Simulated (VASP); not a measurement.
# RbAl4Cl (Amm2) in VASP: further runs

Runs on RbAl4Cl. Level: PBE. Tasks: single point.

Program: VASP 6.6.1. These are calculated values, not measurements. Logs are shortened: lines on timing, memory, paths and dates and some standing lists are left out, and cuts for length are marked.

## Step 1: The cell of the first run

It takes space group Amm2 (No. 38, orthorhombic). Conventional cell: a = 5.026 Å, b = 6.987 Å, c = 8.849 Å, α = 90.00°, β = 90.00°, γ = 90.00°. Rb (site symmetry mm2) has 3 Cl at 3.22 to 3.69 Å and 13 Al at 3.23 to 4.19 Å within 4.2 Å. Al (site symmetry mm2) has 1 Cl at 2.40 Å and 4 Al at 2.87 Å within 3.2 Å. Within 3.4 Å of Al (site symmetry m) lie 5 Al at 2.61 to 3.01 Å. Within 3.3 Å of Al (site symmetry mm2) lie 2 Cl at 2.52 Å and 4 Al at 2.78 to 3.01 Å. Cl (site symmetry mm2) has 3 Al at 2.40 to 2.52 Å within 3.2 Å.

## Step 2: Single point, PBE

File INCAR:

```
PREC = Accurate
ENCUT = 520
EDIFF = 1E-7
ISMEAR = 0
SIGMA = 0.1
LREAL = F
LASPH = T
NELM = 100
ALGO = Normal
ISIF = 2
LWAVE = F
LCHARG = F
GGA = PE
NBANDS = 23
```

File KPOINTS:

```
Automatic mesh
0
Gamma
  4 4 4
```

File POSCAR:

```
RbAl4Cl
1.0
    5.0260520498      0.0000000000      0.0000000000
    0.0000000000      3.4933346281      4.4245379167
    0.0000000000     -3.4933346281      4.4245379167
Rb Al Cl
1 4 1
Direct
    0.0000000000      0.3755052535      0.3755052535
    0.0000000000      0.0102219409      0.0102219409
    0.5000000000      0.2482911643      0.8745496858
    0.5000000000      0.8745496858      0.2482911643
    0.5000000000      0.7549053742      0.7549053742
    0.0000000000      0.7395535797      0.7395535797
```

Potentials or basis: VASP PAW PBE potentials, release 64 (Rb_sv, Al, Cl).

Command:

```
> cat potpaw_PBE.64/Rb_sv/POTCAR potpaw_PBE.64/Al/POTCAR potpaw_PBE.64/Cl/POTCAR > POTCAR
> mpirun -np 1 vasp_std > vasp.out
```

OUTCAR:

```text
PREC = Accurate
   ENCUT = 520
   EDIFF = 1E-7
   ISMEAR = 0
   LREAL = F
   LASPH = T
   NELM = 100
   ISIF = 2
   GGA = PE

 ion  position               nearest neighbor table
   1  0.000  0.376  0.376-   6 3.22   2 3.23   2 3.69   2 3.69   6 3.69   6 3.69   4 3.72   3 3.72
                             3 3.72   4 3.72   4 3.97   3 3.97   3 3.97   4 3.97   5 4.19   5 4.19
   2  0.000  0.010  0.010-   6 2.40   4 2.87   3 2.87   3 2.87   4 2.87   1 3.23   1 3.69   1 3.69

   3  0.500  0.248  0.875-   4 2.61   5 2.78   2 2.87   2 2.87   5 3.01   1 3.72   1 3.72   1 3.97
                             1 3.97
   4  0.500  0.875  0.248-   3 2.61   5 2.78   2 2.87   2 2.87   5 3.01   1 3.72   1 3.72   1 3.97
                             1 3.97
   5  0.500  0.755  0.755-   6 2.52   6 2.52   3 2.78   4 2.78   3 3.01   4 3.01   1 4.19   1 4.19
                             1 4.43   1 4.43   1 4.43   1 4.43
   6  0.000  0.740  0.740-   2 2.40   5 2.52   5 2.52   1 3.22   1 3.69   1 3.69

  LATTYP: Found a base centered orthorhombic cell.
 ALAT       =     6.9866692562
 B/A-ratio  =     1.2665657281
 C/A-ratio  =     0.7193774123

  Lattice vectors:

 A1 = (   0.0000000000,   3.4933346281,  -4.4245379167)
 A2 = (   0.0000000000,   3.4933346281,   4.4245379167)
 A3 = (   5.0260520498,   0.0000000000,   0.0000000000)

Analysis of symmetry for initial positions (statically):
=====================================================================
 Subroutine PRICEL returns:
 Original cell was already a primitive cell.

 Routine SETGRP: Setting up the symmetry group for a
 base centered orthorhombic supercell.

 Subroutine GETGRP returns: Found  4 space group operations
 (whereof  4 operations were pure point group operations)
 out of a pool of  8 trial point group operations.

The static configuration has the point symmetry C_2v.

Analysis of symmetry for dynamics (positions and initial velocities):
=====================================================================
 Subroutine PRICEL returns:
 Original cell was already a primitive cell.

 Routine SETGRP: Setting up the symmetry group for a
 base centered orthorhombic supercell.

 Subroutine GETGRP returns: Found  4 space group operations
 (whereof  4 operations were pure point group operations)
 out of a pool of  8 trial point group operations.

The dynamic configuration has the point symmetry C_2v.

 Subroutine INISYM returns: Found  4 space group operations
 (whereof  4 operations are pure point group operations),
 and found     1 'primitive' translations

----------------------------------------------------------------------------------------

                                     Primitive cell

  volume of cell :     155.3693

  direct lattice vectors                    reciprocal lattice vectors
     5.026052050  0.000000000  0.000000000     0.198963320  0.000000000  0.000000000
     0.000000000  3.493334628  4.424537917     0.000000000  0.143129718  0.113006151
     0.000000000 -3.493334628  4.424537917     0.000000000 -0.143129718  0.113006151

  length of vectors
     5.026052050  5.637368411  5.637368411     0.198963320  0.182363665  0.182363665

  position of ions in fractional coordinates (direct lattice)
     0.000000000  0.375505254  0.375505254
     0.000000000  0.010221941  0.010221941
     0.500000000  0.248291164  0.874549686
     0.500000000  0.874549686  0.248291164
     0.500000000  0.754905374  0.754905374
     0.000000000  0.739553580  0.739553580

  ion indices of the primitive-cell ions
   primitive index   ion index
                 1           1
                 2           2
                 3           3
                 4           4
                 5           5
                 6           6

----------------------------------------------------------------------------------------

 KPOINTS: Automatic mesh

Automatic generation of k-mesh.
 Grid dimensions read from file:
 generate k-points for:    4    4    4

 Generating k-lattice:

  Cartesian coordinates                     Fractional coordinates (reciprocal lattice)
     0.049740830  0.000000000  0.000000000     0.250000000  0.000000000  0.000000000
     0.000000000  0.035782429  0.028251538     0.000000000  0.250000000  0.000000000
     0.000000000 -0.035782429  0.028251538     0.000000000  0.000000000  0.250000000

  Length of vectors
     0.049740830  0.045590916  0.045590916

  Shift w.r.t. Gamma in fractional coordinates (k-lattice)
     0.000000000  0.000000000  0.000000000

 Subroutine IBZKPT returns following result:
 ===========================================

 Found     21 irreducible k-points:

 Following reciprocal coordinates:
            Coordinates               Weight
  0.000000  0.000000  0.000000      1.000000
  0.250000  0.000000  0.000000      2.000000
  0.500000  0.000000  0.000000      1.000000
  0.000000  0.250000  0.000000      4.000000
  0.250000  0.250000  0.000000      8.000000
  0.500000  0.250000  0.000000      4.000000
[... 13 lines left out ...]
  0.250000  0.500000  0.500000      2.000000
  0.500000  0.500000  0.500000      1.000000
   k-points           NKPTS =     21   k-points in BZ     NKDIM =     21   number of bands    NBANDS=     23
   number of dos      NEDOS =    301   number of ions     NIONS =      6
   total plane-waves  NPLWV =  70560
   dimension x,y,z NGX =    40 NGY =   42 NGZ =   42
   dimension x,y,z NGXF=    80 NGYF=   84 NGZF=   84
   ions per type =               1   4   1
   NGX,Y,Z   is equivalent  to a cutoff of  13.23, 12.39, 12.39 a.u.
   NGXF,Y,Z  is equivalent  to a cutoff of  26.46, 24.77, 24.77 a.u.
 SYSTEM =  unknown system
   PREC   = accura    normal or accurate (medium, high low for compatibility)
   ISTART =      0    job   : 0-new  1-cont  2-samecut
   ICHARG =      2    charge: 1-file 2-atom 10-const
   ISPIN  =      1    spin polarized calculation?
   LNONCOLLINEAR =      F non collinear calculations
   LSORBIT =      F    spin-orbit coupling
   LASPH  =      T    aspherical Exc in radial PAW
   ENCUT  =  520.0 eV  38.22 Ry    6.18 a.u.   9.35 10.48 10.48*2*pi/ulx,y,z
   NELM   =    100;   NELMIN=  2; NELMDL= -5     # of ELM steps
   EDIFF  = 0.1E-06   stopping-criterion for ELM
   LREAL  =      F    real-space projection
   EDIFFG = 0.1E-05   stopping-criterion for IOM
   NSW    =      0    number of steps for IOM
   IBRION =     -1    ionic relax: 0-MD 1-quasi-New 2-CG
   NFREE  =      0    steps in history (QN), initial steepest desc. (CG)
   ISIF   =      2    stress and relaxation
   ISYM   =      2    0-nonsym 1-usesym 2-fastsym
   POTIM  = 0.5000    time-step for ionic-motion
   TEBEG  =    0.0;   TEEND  =   0.0 temperature during run
   PSTRESS=    0.0 pullay stress
   NELECT =      28.0000    total number of electrons
   NUPDOWN=      -1.0000    fix difference up-down
   EMIN   =  10.00;   EMAX   =-10.00  energy-range for DOS
   EFERMI =   0.00;   METHOD = LEGACY
   ISMEAR =     0;   SIGMA  =   0.10  broadening in eV -4-tet -1-fermi 0-gaus
   EFERMI_NEDOS =   21; number of points for ismear=-14 and -15
   IALGO  =     38    algorithm
   IMIX   =      4    mixing-type and parameters
     AMIX     =   0.40;   BMIX     =  1.00
     AMIX_MAG =   1.60;   BMIX_MAG =  1.00
  volume/ion in A,a.u.               =      25.89       174.75
  Fermi-wavevector in a.u.,A,eV,Ry     =   0.924711  1.747450 11.634200  0.855090
  Thomas-Fermi vector in A             =   2.050486
   LORBIT       =      0    0 simple, 1 ext, 2 COOP (PROOUT), +10 PAW based schemes
   GGA     = PE    functional components
   LHFCALC =     F    Hartree Fock is set to
   AEXX    =    0.0000 exact exchange contribution
   IVDW    =     0    specifies the selected vdW correction
   LEPSILON=     F    determine dielectric tensor
   LRPA    =     F    only Hartree local field effects (RPA)
 non-spin polarized calculation
 Gauss-broadening in eV      SIGMA  =   0.10
  energy-cutoff  :      520.00
  volume of cell :      155.37
 maximum number of plane-waves:      4226
 NGX is ok and might be reduce to    40
   NGX = 19   NGY = 21   NGZ = 21

 number of electron      28.0000000 magnetization

 Free energy of the ion-electron system (eV)
  ---------------------------------------------------
  ext. energy  EPLUGINS =         0.00000000
  ---------------------------------------------------
  free energy    TOTEN  =       -17.85217789 eV

  energy without entropy =      -17.84314066  energy(sigma->0) =      -17.84765927

 E-fermi :   3.8144     XC(G=0):  -8.5811

 val. band max:        3.8027822069   @ k =   0.5000   0.2500   0.0000
 cond. band min:       3.8282965303   @ k =   0.5000   0.5000   0.5000
 fundamental gap:      0.0255143234
 Fermi energy:         3.8143726192

 k-point     1 :       0.0000    0.0000    0.0000
  band No.  band energies     occupation
      1     -23.5238      2.00000
      2     -13.4763      2.00000
      3      -7.7719      2.00000
      4      -7.6923      2.00000
      5      -7.6408      2.00000
      6      -3.8126      2.00000
[... 15 lines left out ...]
     22       8.1592      0.00000
     23       8.4473      0.00000

 k-point     2 :       0.2500    0.0000    0.0000
  band No.  band energies     occupation
      1     -23.5229      2.00000
      2     -13.4559      2.00000
      3      -7.7657      2.00000
      4      -7.6901      2.00000
      5      -7.6865      2.00000
      6      -4.1009      2.00000
[... 15 lines left out ...]
     22       8.3990      0.00000
     23       8.8313      0.00000

 k-point     3 :       0.5000    0.0000    0.0000
  band No.  band energies     occupation
      1     -23.5221      2.00000
      2     -13.4353      2.00000
      3      -7.7594      2.00000
      4      -7.7387      2.00000
      5      -7.6807      2.00000
      6      -4.3911      2.00000
[... 15 lines left out ...]
     22       8.8527      0.00000
     23       8.9777      0.00000
[... 417 lines left out ...]
 k-point    20 :       0.2500    0.5000    0.5000
  band No.  band energies     occupation
      1     -23.5217      2.00000
      2     -13.4545      2.00000
      3      -7.8113      2.00000
      4      -7.7220      2.00000
      5      -7.6684      2.00000
      6      -3.6010      2.00000
[... 15 lines left out ...]
     22       8.3157      0.00000
     23       9.1440      0.00000

 k-point    21 :       0.5000    0.5000    0.5000
  band No.  band energies     occupation
      1     -23.5209      2.00000
      2     -13.4349      2.00000
      3      -7.7972      2.00000
      4      -7.7129      2.00000
      5      -7.7054      2.00000
      6      -3.9456      2.00000
[... 15 lines left out ...]
     22       8.7981      0.00000
     23       8.8721      0.00000

------------------------ aborting loop because EDIFF is reached ----------------------------------------

  FORCE on cell =-STRESS in cart. coord.  units (eV):
  Direction    XX          YY          ZZ          XY          YZ          ZX
  --------------------------------------------------------------------------------------
  -------------------------------------------------------------------------------------
  Total       -0.1330111      0.0603843     -0.1171367      0.0000000      0.0000000      0.0000000
  in kB       -1.3716188      0.6226862     -1.2079211      0.0000000      0.0000000      0.0000000
  external PRESSURE =      -0.6522845 kB  Pullay stress =       0.0000000 kB

 VOLUME and BASIS-vectors are now :
 -----------------------------------------------------------------------------
  energy-cutoff  :      520.00
  volume of cell :      155.37
      direct lattice vectors                 reciprocal lattice vectors
     5.026052050  0.000000000  0.000000000     0.198963320  0.000000000  0.000000000
     0.000000000  3.493334628  4.424537917     0.000000000  0.143129718  0.113006151
     0.000000000 -3.493334628  4.424537917     0.000000000 -0.143129718  0.113006151

 POSITION                                       TOTAL-FORCE (eV/Angst)
 -----------------------------------------------------------------------------------
      0.00000      0.00000      3.32287         0.000000      0.000000     -0.008123
      0.00000      0.00000      0.09045         0.000000      0.000000      0.000548
      2.51303     -2.18773      4.96805         0.000000      0.001179     -0.035101
      2.51303      2.18773      4.96805         0.000000     -0.001179     -0.035101
      2.51303      0.00000      6.68021         0.000000      0.000000      0.025150
      0.00000      0.00000      6.54437         0.000000      0.000000      0.052627
 -----------------------------------------------------------------------------------
    total drift:                               -0.000000     -0.000000      0.000118

  FREE ENERGIE OF THE ION-ELECTRON SYSTEM (eV)
  ---------------------------------------------------
  free  energy   TOTEN  =       -17.8521778883 eV

  energy  without entropy=      -17.8431406561  energy(sigma->0) =      -17.84765927
```

Wall time 46 s (1 thread of Intel Xeon Platinum 8375C at 2.90GHz (Ice Lake), shared host); peak memory 0.28 GiB.

Results:

```
Free energy            : -17.8522 eV
Pressure               : -0.1 GPa
Largest force          : 0.053 eV/Å
Band gap on the k mesh : zero (band 14 reaches 4.04 eV, above the bottom of band 15 at 3.15 eV)
```

Forces in eV/Å, atoms in the order of the input:
```
Rb   0.000  0.000 -0.008
Al   0.000  0.000  0.001
Al   0.000  0.001 -0.035
Al   0.000 -0.001 -0.035
Al   0.000  0.000  0.025
Cl   0.000  0.000  0.053
```

Stress tensor (GPa, compression positive):
```
-0.14  0.00  0.00
 0.00  0.06  0.00
 0.00  0.00 -0.12
```

Levels at points of the mesh, in eV from the Fermi level:
| k point | band 10 | band 11 | band 12 | band 13 | band 14 | band 15 | band 16 | band 17 | band 18 | band 19 |
| --- | --- | --- | --- | --- | --- | --- | --- | --- | --- | --- |
| (0.00, 0.00, 0.00) | -3.44 | -3.19 | -1.32 | -1.19 | -0.44 | -0.33 | 1.05 | 2.12 | 2.39 | 2.61 |
| (0.50, 0.00, 0.00) | -4.39 | -2.76 | -2.18 | -1.13 | -0.89 | -0.67 | 1.47 | 2.03 | 2.91 | 3.26 |
| (0.00, 0.50, 0.00) | -4.45 | -2.38 | -1.55 | -1.21 | -0.46 | 0.32 | 1.02 | 1.70 | 2.48 | 2.86 |
| (0.50, 0.50, 0.00) | -3.62 | -3.45 | -1.91 | -0.82 | -0.82 | 0.48 | 1.78 | 2.15 | 2.88 | 3.37 |
| (0.00, 0.50, 0.50) | -4.65 | -3.03 | -2.03 | -1.70 | -0.40 | 1.09 | 1.42 | 2.44 | 2.96 | 3.79 |
| (0.50, 0.50, 0.50) | -3.86 | -3.60 | -2.20 | -1.31 | 0.01 | 1.33 | 2.60 | 2.65 | 3.51 | 3.98 |

## Step 3: Single point, PBE

File INCAR:

```
PREC = Accurate
ENCUT = 520
EDIFF = 1E-7
ISMEAR = 0
SIGMA = 0.1
LREAL = False
LASPH = True
NELM = 100
ALGO = Normal
ISIF = 2
LWAVE = False
LCHARG = False
GGA = PE
NBANDS = 23
```

KPOINTS is that of step 2.

File POSCAR:

```
RbAl4Cl
1.0
    5.0230859873      0.0000000000      0.0000000000
    0.0000000000      3.4949249152      4.4203423907
    0.0000000000     -3.4949249152      4.4203423907
Rb Al Cl
1 4 1
Direct
    0.0000000000      0.3757436657      0.3757436657
    0.0000000000      0.0115949638      0.0115949638
    0.5000000000      0.2467807157      0.8726865401
    0.5000000000      0.8726865401      0.2467807157
    0.5000000000      0.7552980123      0.7552980123
    0.0000000000      0.7409231008      0.7409231008
```

Potentials or basis: VASP PAW PBE potentials, release 64 (Rb_sv, Al, Cl).

Command:

```
> cat potpaw_PBE.64/Rb_sv/POTCAR potpaw_PBE.64/Al/POTCAR potpaw_PBE.64/Cl/POTCAR > POTCAR
> mpirun -np 1 vasp_std > vasp.out
```

Run time: 46 s. Hardware: 1 thread of Intel Xeon Platinum 8375C at 2.90GHz (Ice Lake), shared host; peak memory 0.28 GiB.

Results (log left out):

| Item | Value |
| --- | --- |
| Free energy | -17.8530 eV |
| Pressure | 0.0 GPa |
| Largest force | 0.030 eV/Å |
| Band gap on the k mesh | zero (band 14 reaches 4.04 eV, above the bottom of band 15 at 3.16 eV) |

Forces in eV/Å, atoms in the order of the input:
```
Rb   0.000  0.000  0.007
Al   0.000  0.000 -0.030
Al   0.000  0.017  0.009
Al   0.000 -0.017  0.009
Al   0.000  0.000 -0.020
Cl   0.000  0.000  0.025
```

Levels at points of the mesh, in eV from the Fermi level:
```csv
k point,band 10,band 11,band 12,band 13,band 14,band 15,band 16,band 17,band 18,band 19
"(0.00, 0.00, 0.00)",-3.43,-3.20,-1.33,-1.22,-0.43,-0.28,1.04,2.11,2.38,2.62
"(0.50, 0.00, 0.00)",-4.38,-2.74,-2.18,-1.15,-0.91,-0.66,1.50,2.02,2.94,3.24
"(0.00, 0.50, 0.00)",-4.43,-2.41,-1.56,-1.18,-0.47,0.33,1.01,1.69,2.46,2.88
"(0.50, 0.50, 0.00)",-3.62,-3.46,-1.90,-0.83,-0.82,0.47,1.79,2.16,2.91,3.37
"(0.00, 0.50, 0.50)",-4.64,-3.04,-2.05,-1.71,-0.38,1.09,1.44,2.44,2.91,3.81
"(0.50, 0.50, 0.50)",-3.86,-3.59,-2.19,-1.30,0.00,1.35,2.62,2.64,3.48,4.01
```
